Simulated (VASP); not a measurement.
# Se (P3_221) in VASP: single point with r2SCAN

Aim: the single point of Se with r2SCAN.

Program: VASP 6.6.1. These are calculated values, not measurements. Logs are shortened: lines on timing, memory, paths and dates and some standing lists are left out, and cuts for length are marked.

### 1 The cell of the first run

It takes space group P3_221 (No. 154, trigonal). The conventional cell has a = 4.498 Å, b = 4.498 Å, c = 4.996 Å, α = 90.00°, β = 90.00°, γ = 120.00°. Se (site symmetry 2) has 2 Se at 2.38 Å within 3.1 Å.

### 2 Single point, r2SCAN

POSCAR

```
Se
1.0
    4.4975921593      0.0000000000      0.0000000000
   -2.2487960796      3.8950290658      0.0000000000
    0.0000000000      0.0000000000      4.9960319073
Se
3
Direct
    0.2173721223      0.0000000000      0.1666666667
    0.0000000000      0.2173721223      0.8333333333
    0.7826278777      0.7826278777      0.5000000000
```

INCAR.step1

```
PREC = Accurate
ENCUT = 520
ISMEAR = 0
SIGMA = 0.02
LREAL = F
LASPH = T
NELM = 80
NBANDS = 16
GGA = PE
ALGO = Normal
EDIFF = 1E-4
LWAVE = T
LCHARG = F
```

INCAR.step2

```
PREC = Accurate
ENCUT = 520
EDIFF = 1E-6
ISMEAR = 0
SIGMA = 0.02
LREAL = F
LASPH = T
NELM = 80
ALGO = Normal
ISIF = 2
LWAVE = F
LCHARG = F
METAGGA = R2SCAN
LMIXTAU = T
NBANDS = 16
ISTART = 1
```

KPOINTS

```
Automatic mesh
0
Gamma
  6 6 6
```

Potentials or basis: VASP PAW PBE potentials, release 64 (Se).

On the command line:

```sh
$ cat potpaw_PBE.64/Se/POTCAR > POTCAR
$ cp INCAR.step1 INCAR
$ mpirun -np 1 vasp_std > vasp.out
$ cp INCAR.step2 INCAR
$ mpirun -np 1 vasp_std > vasp.out
```

OUTCAR:

```text
PREC = Accurate
   ENCUT = 520
   EDIFF = 1E-6
   ISMEAR = 0
   LREAL = F
   LASPH = T
   NELM = 80
   ISIF = 2
   METAGGA = R2SCAN
   ISTART = 1

 ion  position               nearest neighbor table
   1  0.217  0.000  0.167-   3 2.38   2 2.38
   2  0.000  0.217  0.833-   3 2.38   1 2.38
   3  0.783  0.783  0.500-   2 2.38   1 2.38

  LATTYP: Found a hexagonal cell.
 ALAT       =     4.4975921593
 C/A-ratio  =     1.1108236875

  Lattice vectors:

 A1 = (   4.4975921593,   0.0000000000,   0.0000000000)
 A2 = (  -2.2487960796,   3.8950290658,   0.0000000000)
 A3 = (   0.0000000000,   0.0000000000,   4.9960319073)

Analysis of symmetry for initial positions (statically):
=====================================================================
 Subroutine PRICEL returns:
 Original cell was already a primitive cell.

 Routine SETGRP: Setting up the symmetry group for a
 hexagonal supercell.

 Subroutine GETGRP returns: Found  6 space group operations
 (whereof  2 operations were pure point group operations)
 out of a pool of 24 trial point group operations.

The static configuration has the point symmetry C_2 .
 The point group associated with its full space group is D_3 .

Analysis of symmetry for dynamics (positions and initial velocities):
=====================================================================
 Subroutine PRICEL returns:
 Original cell was already a primitive cell.

 Routine SETGRP: Setting up the symmetry group for a
 hexagonal supercell.

 Subroutine GETGRP returns: Found  6 space group operations
 (whereof  2 operations were pure point group operations)
 out of a pool of 24 trial point group operations.

The dynamic configuration has the point symmetry C_2 .
 The point group associated with its full space group is D_3 .

 Subroutine INISYM returns: Found  6 space group operations
 (whereof  2 operations are pure point group operations),
 and found     1 'primitive' translations

----------------------------------------------------------------------------------------

                                     Primitive cell

  volume of cell :      87.5217

  direct lattice vectors                    reciprocal lattice vectors
     4.497592159  0.000000000  0.000000000     0.222341192  0.128368747  0.000000000
    -2.248796080  3.895029066  0.000000000     0.000000000  0.256737494  0.000000000
[... 82 lines left out ...]
   LNONCOLLINEAR =      F non collinear calculations
   LSORBIT =      F    spin-orbit coupling
   LASPH  =      T    aspherical Exc in radial PAW
   ENCUT  =  520.0 eV  38.22 Ry    6.18 a.u.   8.36  8.36  9.29*2*pi/ulx,y,z
   NELM   =     80;   NELMIN=  2; NELMDL=  0     # of ELM steps
   EDIFF  = 0.1E-05   stopping-criterion for ELM
   LREAL  =      F    real-space projection
   EDIFFG = 0.1E-04   stopping-criterion for IOM
   NSW    =      0    number of steps for IOM
   IBRION =     -1    ionic relax: 0-MD 1-quasi-New 2-CG
   NFREE  =      0    steps in history (QN), initial steepest desc. (CG)
   ISIF   =      2    stress and relaxation
   ISYM   =      2    0-nonsym 1-usesym 2-fastsym
   POTIM  = 0.5000    time-step for ionic-motion
   TEBEG  =    0.0;   TEEND  =   0.0 temperature during run
   PSTRESS=    0.0 pullay stress
   NELECT =      18.0000    total number of electrons
   NUPDOWN=      -1.0000    fix difference up-down
   EMIN   =  10.00;   EMAX   =-10.00  energy-range for DOS
   EFERMI =   0.00;   METHOD = LEGACY
   ISMEAR =     0;   SIGMA  =   0.02  broadening in eV -4-tet -1-fermi 0-gaus
   EFERMI_NEDOS =   21; number of points for ismear=-14 and -15
   IALGO  =     38    algorithm
   IMIX   =      4    mixing-type and parameters
     AMIX     =   0.40;   BMIX     =  1.00
     AMIX_MAG =   1.60;   BMIX_MAG =  1.00
  volume/ion in A,a.u.               =      29.17       196.88
  Fermi-wavevector in a.u.,A,eV,Ry     =   0.966333  1.826105 12.705125  0.933800
  Thomas-Fermi vector in A             =   2.096126
   LORBIT       =      0    0 simple, 1 ext, 2 COOP (PROOUT), +10 PAW based schemes
   METAGGA = R2SCAN    functional components
   LHFCALC =     F    Hartree Fock is set to
   AEXX    =    0.0000 exact exchange contribution
   IVDW    =     0    specifies the selected vdW correction
   LEPSILON=     F    determine dielectric tensor
   LRPA    =     F    only Hartree local field effects (RPA)
 non-spin polarized calculation
 Gauss-broadening in eV      SIGMA  =   0.02
  energy-cutoff  :      520.00
  volume of cell :       87.52
 maximum number of plane-waves:      2388
 NGX is ok and might be reduce to    36
   NGX = 17   NGY = 17   NGZ = 19

 number of electron      18.0000000 magnetization

 Free energy of the ion-electron system (eV)
  ---------------------------------------------------
  ext. energy  EPLUGINS =         0.00000000
  ---------------------------------------------------
  free energy    TOTEN  =       -42.92803804 eV

  energy without entropy =      -42.92803804  energy(sigma->0) =      -42.92803804

 E-fermi :   1.8783     XC(G=0):  -8.9319

 val. band max:        1.7646891834   @ k =   0.5000   0.0000   0.5000
 cond. band min:       3.0659385604   @ k =   0.3333   0.3333   0.5000
 fundamental gap:      1.3012493770
 Fermi energy:         1.8783346449

 k-point     1 :       0.0000    0.0000    0.0000
  band No.  band energies     occupation
      1     -14.4735      2.00000
      2     -10.2728      2.00000
      3     -10.2728      2.00000
      4      -2.2145      2.00000
      5      -2.2145      2.00000
      6      -1.8919      2.00000
[... 433 lines left out ...]
      3      -8.8080      2.00000
      4      -3.5131      2.00000
      5      -2.7796      2.00000
      6      -1.8477      2.00000
[... 8 lines left out ...]
     15       9.9743      0.00000
     16      10.4670      0.00000

 [... further k-points ...]
[... 5 lines left out ...]
  --------------------------------------------------------------------------------------
  -------------------------------------------------------------------------------------
  Total        0.0066237      0.0066237     -0.0366624      0.0000000     -0.0000000     -0.0000000
  in kB        0.1212531      0.1212531     -0.6711443      0.0000000     -0.0000000     -0.0000000
  external PRESSURE =      -0.1428793 kB  Pullay stress =       0.0000000 kB

 VOLUME and BASIS-vectors are now :
 -----------------------------------------------------------------------------
  energy-cutoff  :      520.00
  volume of cell :       87.52
      direct lattice vectors                 reciprocal lattice vectors
     4.497592159  0.000000000  0.000000000     0.222341192  0.128368747  0.000000000
    -2.248796080  3.895029066  0.000000000     0.000000000  0.256737494  0.000000000
     0.000000000  0.000000000  4.996031907     0.000000000  0.000000000  0.200158850

 POSITION                                       TOTAL-FORCE (eV/Angst)
 -----------------------------------------------------------------------------------
      0.97765      0.00000      0.83267         0.002818      0.000000      0.000000
     -0.48883      0.84667      4.16336        -0.001409      0.002440     -0.000000
      1.75997      3.04836      2.49802        -0.001409     -0.002440     -0.000000
 -----------------------------------------------------------------------------------
    total drift:                                0.000000      0.000001     -0.000000

  FREE ENERGIE OF THE ION-ELECTRON SYSTEM (eV)
  ---------------------------------------------------
  free  energy   TOTEN  =       -42.9280380381 eV

  energy  without entropy=      -42.9280380381  energy(sigma->0) =      -42.92803804
```

OUTCAR.step1:

```text
PREC = Accurate
   ENCUT = 520
   ISMEAR = 0
   LREAL = F
[... 685 lines left out ...]
      0.97765      0.00000      0.83267         0.347890     -0.000000      0.000000
     -0.48883      0.84667      4.16336        -0.173945      0.301281     -0.000000
      1.75997      3.04836      2.49802        -0.173945     -0.301281     -0.000000
 -----------------------------------------------------------------------------------
    total drift:                                0.000000      0.000001     -0.000000

  FREE ENERGIE OF THE ION-ELECTRON SYSTEM (eV)
  ---------------------------------------------------
  free  energy   TOTEN  =       -10.4968217803 eV

  energy  without entropy=      -10.4968217803  energy(sigma->0) =      -10.49682178
```

Run time: 1.8 min. Hardware: 1 thread of Intel Xeon Platinum 8488C (Sapphire Rapids), shared host; peak memory 0.23 GiB.

What came out:

- Free energy: -42.9280 eV
- Pressure: 0.0 GPa
- Band gap on the k mesh: 1.30 eV (least direct gap 1.56 eV)

Forces on the atoms (eV/Å):
```
Se   0.003  0.000  0.000
Se  -0.001  0.002  0.000
Se  -0.001 -0.002  0.000
```

Caveat: the PAW data sets were made with another functional, which shifts forces and pressure a little. r2SCAN opens gaps a little over a GGA but as a rule still falls short of measured ones.
